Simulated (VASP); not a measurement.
# SiC (F-43m) in VASP: further runs

SiC is run at these levels: r2SCAN; tasks: relaxation of cell and atoms.

Program: VASP 6.6.1. These are calculated values, not measurements. Logs are shortened: lines on timing, memory, paths and dates and some standing lists are left out, and cuts for length are marked.

## Step 1: The cell of the first run

It takes space group F-43m (No. 216, cubic). Conventional cell: a = 4.356 Å, b = 4.356 Å, c = 4.356 Å, α = 90.00°, β = 90.00°, γ = 90.00°. Within 2.5 Å of Si (site symmetry -43m) lie 4 C at 1.89 Å. C (site symmetry -43m) has 4 Si at 1.89 Å within 2.5 Å.

## Step 2: Relaxation of cell and atoms, r2SCAN, target pressure 4 GPa, at which the enthalpy is minimised

POSCAR reads:

```
SiC
1.0
    2.1781700297      2.1781700297      0.0000000000
   -2.1781700297      2.1781700297      0.0000000000
    0.0000000000      2.1781700297      2.1781700297
Si C
1 1
Direct
    0.0000000000      0.0000000000      0.0000000000
    0.7500000000      0.2500000000      0.5000000000
```

INCAR.step1 reads:

```
PREC = Accurate
ENCUT = 600
ISMEAR = 0
SIGMA = 0.01
LREAL = False
LASPH = True
NELM = 60
GGA = PE
ALGO = Normal
EDIFF = 1E-4
LWAVE = True
LCHARG = False
```

INCAR.step2 reads:

```
PREC = Accurate
ENCUT = 600
EDIFF = 1E-6
ISMEAR = 0
SIGMA = 0.01
LREAL = False
LASPH = True
NELM = 60
ALGO = Normal
ISIF = 3
LWAVE = False
LCHARG = False
METAGGA = R2SCAN
LMIXTAU = True
IBRION = 2
NSW = 100
EDIFFG = -0.002
PSTRESS = 40.0
ISTART = 1
```

KPOINTS reads:

```
regular mesh
0
Gamma
  10 10 10
```

Potentials or basis: VASP PAW PBE potentials, release 64 (Si, C).

Started as:

```
$ cat potpaw_PBE.64/Si/POTCAR potpaw_PBE.64/C/POTCAR > POTCAR
$ cp INCAR.step1 INCAR
$ mpirun -np 1 vasp_std > vasp.out
$ cp INCAR.step2 INCAR
$ mpirun -np 1 vasp_std > vasp.out
```

OUTCAR:

```text
PREC = Accurate
   ENCUT = 600
   EDIFF = 1E-6
   ISMEAR = 0
   LREAL = False
   LASPH = True
   NELM = 60
   ISIF = 3
   METAGGA = R2SCAN
   IBRION = 2
   NSW = 100
   EDIFFG = -0.002
   PSTRESS = 40.0
   ISTART = 1

 ion  position               nearest neighbor table
   1  0.000  0.000  0.000-   2 1.89   2 1.89   2 1.89   2 1.89
   2  0.750  0.250  0.500-   1 1.89   1 1.89   1 1.89   1 1.89

  LATTYP: Found a face centered cubic cell.
 ALAT       =     4.3563400594

  Lattice vectors:

 A1 = (   0.0000000000,   2.1781700297,   2.1781700297)
 A2 = (   2.1781700297,   0.0000000000,   2.1781700297)
 A3 = (   2.1781700297,   2.1781700297,   0.0000000000)

Analysis of symmetry for initial positions (statically):
=====================================================================
 Subroutine PRICEL returns:
 Original cell was already a primitive cell.

 Routine SETGRP: Setting up the symmetry group for a
 face centered cubic supercell.

 Subroutine GETGRP returns: Found 24 space group operations
 (whereof 24 operations were pure point group operations)
 out of a pool of 48 trial point group operations.

The static configuration has the point symmetry T_d .

Analysis of symmetry for dynamics (positions and initial velocities):
=====================================================================
 Subroutine PRICEL returns:
 Original cell was already a primitive cell.

 Routine SETGRP: Setting up the symmetry group for a
 face centered cubic supercell.

 Subroutine GETGRP returns: Found 24 space group operations
 (whereof 24 operations were pure point group operations)
 out of a pool of 48 trial point group operations.

The dynamic configuration has the point symmetry T_d .

 Subroutine INISYM returns: Found 24 space group operations
 (whereof 24 operations are pure point group operations),
 and found     1 'primitive' translations

----------------------------------------------------------------------------------------

                                     Primitive cell

  volume of cell :      20.6683

  direct lattice vectors                    reciprocal lattice vectors
     2.178170030  2.178170030  0.000000000     0.229550491  0.229550491 -0.229550491
    -2.178170030  2.178170030  0.000000000    -0.229550491  0.229550491 -0.229550491
[... 91 lines left out ...]
   ISIF   =      3    stress and relaxation
   ISYM   =      2    0-nonsym 1-usesym 2-fastsym
   POTIM  = 0.5000    time-step for ionic-motion
   TEBEG  =    0.0;   TEEND  =   0.0 temperature during run
   PSTRESS=   40.0 pullay stress
   NELECT =       8.0000    total number of electrons
   NUPDOWN=      -1.0000    fix difference up-down
   EMIN   =  10.00;   EMAX   =-10.00  energy-range for DOS
   EFERMI =   0.00;   METHOD = LEGACY
   ISMEAR =     0;   SIGMA  =   0.01  broadening in eV -4-tet -1-fermi 0-gaus
   EFERMI_NEDOS =   21; number of points for ismear=-14 and -15
   IALGO  =     38    algorithm
   IMIX   =      4    mixing-type and parameters
     AMIX     =   0.40;   BMIX     =  1.00
     AMIX_MAG =   1.60;   BMIX_MAG =  1.00
  volume/ion in A,a.u.               =      10.33        69.74
  Fermi-wavevector in a.u.,A,eV,Ry     =   1.193080  2.254595 19.367089  1.423441
  Thomas-Fermi vector in A             =   2.329103
   LORBIT       =      0    0 simple, 1 ext, 2 COOP (PROOUT), +10 PAW based schemes
   METAGGA = R2SCAN    functional components
   LHFCALC =     F    Hartree Fock is set to
   AEXX    =    0.0000 exact exchange contribution
   IVDW    =     0    specifies the selected vdW correction
   LEPSILON=     F    determine dielectric tensor
   LRPA    =     F    only Hartree local field effects (RPA)
 conjugate gradient relaxation of ions
 non-spin polarized calculation
 Gauss-broadening in eV      SIGMA  =   0.01
  energy-cutoff  :      600.00
  volume of cell :       20.67
 maximum number of plane-waves:       701
 NGX is ok and might be reduce to    28
   NGX = 13   NGY = 13   NGZ = 13

--------------------------------------- Ionic step        1  -------------------------------------------

 number of electron       8.0000000 magnetization

 Free energy of the ion-electron system (eV)
  ---------------------------------------------------
  ext. energy  EPLUGINS =         0.00000000
  ---------------------------------------------------
  free energy    TOTEN  =       -19.32896554 eV

  energy without entropy =      -19.32896554  energy(sigma->0) =      -19.32896554

------------------------ aborting loop because EDIFF is reached ----------------------------------------

  FORCE on cell =-STRESS in cart. coord.  units (eV):
  Direction    XX          YY          ZZ          XY          YZ          ZX
  --------------------------------------------------------------------------------------
  -------------------------------------------------------------------------------------
  Total       -0.0444613     -0.0444613     -0.0444613      0.0000000      0.0000000     -0.0000000
  in kB       -3.4465737     -3.4465737     -3.4465737      0.0000000      0.0000000     -0.0000000
  external PRESSURE =     -43.4465737 kB  Pullay stress =      40.0000000 kB
[... 63 lines left out ...]
--------------------------------------- Ionic step        3  -------------------------------------------

 number of electron       8.0000000 magnetization

 Free energy of the ion-electron system (eV)
  ---------------------------------------------------
  ext. energy  EPLUGINS =         0.00000000
  ---------------------------------------------------
  free energy    TOTEN  =       -19.32473433 eV

  energy without entropy =      -19.32473433  energy(sigma->0) =      -19.32473433

 E-fermi :   8.3184     XC(G=0): -12.0229

 val. band max:        8.2025661145   @ k =   0.0000   0.0000   0.0000
 cond. band min:       9.9156246919   @ k =   0.5000   0.5000   0.0000
 fundamental gap:      1.7130585774
 Fermi energy:         8.3184423983

 k-point     1 :       0.0000    0.0000    0.0000
  band No.  band energies     occupation
      1      -8.1341      2.00000
      2       8.2026      2.00000
      3       8.2026      2.00000
      4       8.2026      2.00000
      5      15.2855      0.00000
      6      16.2016      0.00000
      7      16.2016      0.00000
      8      16.2016      0.00000
[... 243 lines left out ...]
 k-point    24 :       0.4000    0.3000    0.0000
  band No.  band energies     occupation
      1      -3.2685      2.00000
      2       0.5586      2.00000
      3       2.7224      2.00000
      4       5.7636      2.00000
      5      12.3206      0.00000
      6      17.7550      0.00000
      7      20.0218      0.00000
      8      20.7359      0.00000

 [... further k-points ...]
[... 5 lines left out ...]
  --------------------------------------------------------------------------------------
  -------------------------------------------------------------------------------------
  Total        0.5046347      0.5046347      0.5046347      0.0000000     -0.0000000      0.0000000
  in kB       39.8518050     39.8518050     39.8518050      0.0000000     -0.0000000      0.0000000
  external PRESSURE =      -0.1481950 kB  Pullay stress =      40.0000000 kB
[... 21 lines left out ...]
  energy  without entropy=      -19.3247343265  energy(sigma->0) =      -19.32473433

  enthalpy is  TOTEN    =       -18.8182230723 eV   P V=        0.5065112541

 reached required accuracy - stopping structural energy minimisation
```

OUTCAR.step1:

```text
PREC = Accurate
   ENCUT = 600
   ISMEAR = 0
   LREAL = False
   LASPH = True
[... 486 lines left out ...]
      0.00000      0.00000      0.00000         0.000000      0.000000      0.000000
      1.08909      3.26726      1.08909         0.000000     -0.000000      0.000000
 -----------------------------------------------------------------------------------
    total drift:                               -0.000000      0.000000      0.000000

  FREE ENERGIE OF THE ION-ELECTRON SYSTEM (eV)
  ---------------------------------------------------
  free  energy   TOTEN  =       -15.0586275009 eV

  energy  without entropy=      -15.0586275009  energy(sigma->0) =      -15.05862750
```

Run time: 2 min. Hardware: 1 thread of Intel Xeon Platinum 8259CL at 2.50GHz (Skylake/Cascade Lake), shared host; peak memory 0.16 GiB.

Results:

```
Free energy                                            : -19.3247 eV
Relaxed volume                                         : 10.14 Å³/atom
Relaxed cell                                           : a = 3.061 Å, b = 3.061 Å, c = 3.061 Å, α = 60.00°, β = 60.00°, γ = 90.00°
Space group after relaxing (to 0.05 Å)                 : F-43m (No. 216)
Energy change on relaxing (the enthalpy is what falls) : +2.1 meV/atom
Ionic steps                                            : 3
Pressure after relaxing                                : 4.0 GPa
Band gap on the k mesh                                 : 1.71 eV, indirect (least direct gap 5.08 eV)
```

The path:
| step | energy change (eV) | largest force (eV/Å) | pressure (GPa) | volume (Å³) |
| --- | --- | --- | --- | --- |
| 1 | 0.0000 | 0.0000 | -0.34 | 20.67 |
| 2 | 0.0230 | 0.0000 | 9.62 | 19.84 |
| 3 | 0.0042 | 0.0000 | 3.99 | 20.29 |

Final structure:
```
Si C
1.0
     2.16473    2.16473    0.00000
    -2.16473    2.16473    0.00000
     0.00000    2.16473    2.16473
Si C
1 1
Cartesian
  0.0000 2.1647 2.1647
  1.0824 3.2471 1.0824
```

Caveat: the cell is relaxed towards a set pressure, so the enthalpy falls and the energy may rise; the PAW data sets were made with another functional, which shifts forces and pressure a little. A k mesh can miss the band edges.

## Step 3: Relaxation of cell and atoms, r2SCAN, target pressure 7 GPa, at which the enthalpy is minimised

POSCAR is that of step 2.

Changes to INCAR.step1 since step 2:

```diff
@@ -6,3 +6,3 @@
 LASPH = True
-NELM = 60
+NELM = 100
 GGA = PE
```

Changes to INCAR.step2 since step 2:

```diff
@@ -7,3 +7,3 @@
 LASPH = True
-NELM = 60
+NELM = 100
 ALGO = Normal
@@ -17,3 +17,3 @@
 EDIFFG = -0.002
-PSTRESS = 40.0
+PSTRESS = 70.0
 ISTART = 1
```

KPOINTS is that of step 2.

Potentials or basis: VASP PAW PBE potentials, release 64 (Si, C).

Started as:

```
$ cat potpaw_PBE.64/Si/POTCAR potpaw_PBE.64/C/POTCAR > POTCAR
$ cp INCAR.step1 INCAR
$ mpirun -np 1 vasp_std > vasp.out
$ cp INCAR.step2 INCAR
$ mpirun -np 1 vasp_std > vasp.out
```

It took 2.4 min on 1 thread of Intel Xeon Platinum 8259CL at 2.50GHz (Skylake/Cascade Lake), shared host; peak memory 0.16 GiB.

It converged, with:

```yaml
Free_energy: -19.3165 eV
Relaxed_volume: 10.02 Å³/atom
Relaxed_cell: a = 3.049 Å, b = 3.049 Å, c = 3.049 Å, α = 60.00°, β = 60.00°, γ = 90.00°
Space_group_after_relaxing_to_0.05_Å: F-43m (No. 216)
Energy_change_on_relaxing_the_enthalpy_is_what_falls: +6.2 meV/atom
Ionic_steps: 5
Pressure_after_relaxing: 7.0 GPa
Band_gap_on_the_k_mesh: 1.71 eV, indirect (least direct gap 5.10 eV)
```

Step by step:
```
step  energy change (eV)  largest force (eV/Å)  pressure (GPa)  volume (Å³)
   1              0.0000                0.0000           -0.34        20.67
   2              0.0700                0.0000           17.55        19.28
   3              0.0124                0.0000            6.94        20.05
   4              0.0130                0.0000            7.07        20.04
   5              0.0125                0.0000            6.99        20.05
```

Final structure:
```xyz
2
Lattice="2.1561 2.1561 0.0000 -2.1561 2.1561 0.0000 0.0000 2.1561 2.1561" Properties=species:S:1:pos:R:3 pbc="T T T"
Si    0.0000    0.0000    0.0000
C     1.0780    3.2341    1.0780
```

Levels at points of the mesh, in eV from the valence-band top:
```csv
k point,band 1,band 2,band 3,band 4,band 5,band 6,band 7,band 8
"(0.00, 0.00, 0.00)",-16.43,0.00,0.00,0.00,7.24,8.09,8.09,8.09
"(0.50, 0.00, 0.00)",-12.69,-8.99,-1.11,-1.11,6.30,7.89,7.89,11.15
"(0.50, 0.50, 0.00)",-11.19,-8.15,-3.39,-3.39,1.71,4.95,15.53,15.53
```

Caveat: the cell is relaxed towards a set pressure, so the enthalpy falls and the energy may rise; the PAW data sets were made with another functional, which shifts forces and pressure a little.

## Step 4: Relaxation of cell and atoms, r2SCAN, target pressure 10 GPa, at which the enthalpy is minimised

POSCAR is that of step 3.

INCAR.step1 reads:

```
  PREC = Accurate
  ENCUT = 600
  ISMEAR = 0
  SIGMA = 0.01
  LREAL = F
  LASPH = T
  NELM = 100
  GGA = PE
  ALGO = Normal
  EDIFF = 1E-4
  LWAVE = T
  LCHARG = F
```

INCAR.step2 reads:

```
  PREC = Accurate
  ENCUT = 600
  EDIFF = 1E-7
  ISMEAR = 0
  SIGMA = 0.01
  LREAL = F
  LASPH = T
  NELM = 100
  ALGO = Normal
  ISIF = 3
  LWAVE = F
  LCHARG = F
  METAGGA = R2SCAN
  LMIXTAU = T
  IBRION = 2
  NSW = 100
  EDIFFG = -0.002
  PSTRESS = 100.0
  ISTART = 1
```

KPOINTS is that of step 3.

Started as:

```
$ cat potpaw_PBE.64/Si/POTCAR potpaw_PBE.64/C/POTCAR > POTCAR
$ cp INCAR.step1 INCAR
$ mpirun -np 1 vasp_std > vasp.out
$ cp INCAR.step2 INCAR
$ mpirun -np 1 vasp_std > vasp.out
```

Run time: 3.9 min. Hardware: 1 thread of Intel Xeon Platinum 8259CL at 2.50GHz (Skylake/Cascade Lake), shared host; peak memory 0.16 GiB.

It converged, with:

| Quantity | Value |
| --- | --- |
| Free energy | -19.3041 eV |
| Relaxed volume | 9.91 Å³/atom |
| Relaxed cell | a = 3.037 Å, b = 3.037 Å, c = 3.037 Å, α = 60.00°, β = 60.00°, γ = 90.00° |
| Space group after relaxing (to 0.05 Å) | F-43m (No. 216) |
| Energy change on relaxing (the enthalpy is what falls) | +12.4 meV/atom |
| Ionic steps | 6 |
| Pressure after relaxing | 10.0 GPa |
| Band gap on the k mesh | 1.70 eV, indirect (least direct gap 5.11 eV) |

The path:
```
step  energy change (eV)  largest force (eV/Å)  pressure (GPa)  volume (Å³)
   1              0.0000                0.0000           -0.34        20.67
   2              0.1446                0.0000           26.40        18.74
   3              0.0242                0.0000            9.86        19.82
   4              0.0252                0.0000           10.09        19.81
   5              0.0243                0.0000            9.90        19.82
   6              0.0248                0.0000           10.00        19.81
```

Final structure:
```
Si C
1.0
     2.14766    2.14766    0.00000
    -2.14766    2.14766    0.00000
     0.00000    2.14766    2.14766
Si C
1 1
Direct
  0.00000 0.00000 0.00000
  0.75000 0.25000 0.50000
```

Levels at points of the mesh, in eV from the valence-band top:
| k point | band 1 | band 2 | band 3 | band 4 | band 5 | band 6 | band 7 | band 8 |
| --- | --- | --- | --- | --- | --- | --- | --- | --- |
| (0.00, 0.00, 0.00) | -16.53 | 0.00 | 0.00 | 0.00 | 7.38 | 8.18 | 8.18 | 8.18 |
| (0.50, 0.00, 0.00) | -12.74 | -9.06 | -1.11 | -1.11 | 6.42 | 7.95 | 7.95 | 11.22 |
| (0.50, 0.50, 0.00) | -11.23 | -8.19 | -3.42 | -3.42 | 1.70 | 5.00 | 15.68 | 15.68 |

Caveat: the cell is relaxed towards a set pressure, so the enthalpy falls and the energy may rise; the PAW data sets were made with another functional, which shifts forces and pressure a little. r2SCAN opens gaps a little over a GGA but as a rule still falls short of measured ones.

## Step 5: Relaxation of cell and atoms, r2SCAN, target pressure 15 GPa, at which the enthalpy is minimised

POSCAR is that of step 4.

INCAR.step1 reads:

```
SYSTEM = SiC
PREC = Accurate ; ENCUT = 600
ISMEAR = 0 ; SIGMA = 0.01
LREAL = .FALSE. ; LASPH = .TRUE.
NELM = 60 ; GGA = PE
ALGO = Normal ; EDIFF = 1E-4
LWAVE = .TRUE. ; LCHARG = .FALSE.
```

INCAR.step2 reads:

```
SYSTEM = SiC
PREC = Accurate ; ENCUT = 600
EDIFF = 1E-6 ; ISMEAR = 0
SIGMA = 0.01 ; LREAL = .FALSE.
LASPH = .TRUE. ; NELM = 60
ALGO = Normal ; ISIF = 3
LWAVE = .FALSE. ; LCHARG = .FALSE.
METAGGA = R2SCAN ; LMIXTAU = .TRUE.
IBRION = 2 ; NSW = 100
EDIFFG = -0.002 ; PSTRESS = 150.0
ISTART = 1
```

KPOINTS reads:

```
regular mesh
0
G
  10 10 10
  0 0 0
```

Started as:

```
$ cat potpaw_PBE.64/Si/POTCAR potpaw_PBE.64/C/POTCAR > POTCAR
$ cp INCAR.step1 INCAR
$ mpirun -np 1 vasp_std > vasp.out
$ cp INCAR.step2 INCAR
$ mpirun -np 1 vasp_std > vasp.out
```

Wall time 3 min (1 thread of Intel Xeon Platinum 8259CL at 2.50GHz (Skylake/Cascade Lake), shared host); peak memory 0.16 GiB.

It converged, with:

```yaml
Free_energy: -19.2764 eV
Relaxed_volume: 9.73 Å³/atom
Relaxed_cell: a = 3.019 Å, b = 3.019 Å, c = 3.019 Å, α = 60.00°, β = 60.00°, γ = 90.00°
Space_group_after_relaxing_to_0.05_Å: F-43m (No. 216)
Energy_change_on_relaxing_the_enthalpy_is_what_falls: +26.3 meV/atom
Ionic_steps: 4
Pressure_after_relaxing: 15.0 GPa
Band_gap_on_the_k_mesh: 1.68 eV, indirect (least direct gap 5.14 eV)
```

The path:
| step | energy change (eV) | largest force (eV/Å) | pressure (GPa) | volume (Å³) |
| --- | --- | --- | --- | --- |
| 1 | 0.0000 | 0.0000 | -0.34 | 20.67 |
| 2 | 0.3368 | 0.0000 | 43.53 | 17.85 |
| 3 | 0.0504 | 0.0000 | 14.63 | 19.48 |
| 4 | 0.0525 | 0.0000 | 15.00 | 19.46 |

Final structure:
```xyz
2
Lattice="2.1347 2.1347 0.0000 -2.1347 2.1347 0.0000 0.0000 2.1347 2.1347" Properties=species:S:1:pos:R:3 pbc="T T T"
Si   -2.1347    2.1347    0.0000
C     1.0674    3.2021    1.0674
```

Levels at points of the mesh, in eV from the valence-band top:
| k point | band 1 | band 2 | band 3 | band 4 | band 5 | band 6 | band 7 | band 8 |
| --- | --- | --- | --- | --- | --- | --- | --- | --- |
| (0.00, 0.00, 0.00) | -16.68 | 0.00 | 0.00 | 0.00 | 7.61 | 8.32 | 8.32 | 8.32 |
| (0.50, 0.00, 0.00) | -12.82 | -9.16 | -1.12 | -1.12 | 6.60 | 8.03 | 8.03 | 11.33 |
| (0.50, 0.50, 0.00) | -11.29 | -8.25 | -3.45 | -3.45 | 1.68 | 5.07 | 15.91 | 15.91 |

Caveat: the cell is relaxed towards a set pressure, so the enthalpy falls and the energy may rise; the PAW data sets were made with another functional, which shifts forces and pressure a little. A k mesh can miss the band edges.

## Step 6: Overview

| cell | gap on the mesh (eV) | pressure (GPa) |
| --- | --- | --- |
| relaxed to 4 GPa | 1.71 | 4.0 |
| relaxed to 7 GPa | 1.71 | 7.0 |
| relaxed to 10 GPa | 1.70 | 10.0 |
| relaxed to 15 GPa | 1.68 | 15.0 |

Alike in all rows: task relaxation of cell and atoms; level r2SCAN; potentials or basis VASP PAW PBE potentials, release 64 (Si, C); no spin polarisation; k mesh 10 × 10 × 10; cutoff (eV) 600; smearing gaussian 0.01 eV.

Caveats: the cell is relaxed towards a set pressure, so the enthalpy falls and the energy may rise; the PAW data sets were made with another functional, which shifts forces and pressure a little.

Absolute energies hang on the potentials; compare differences alone.
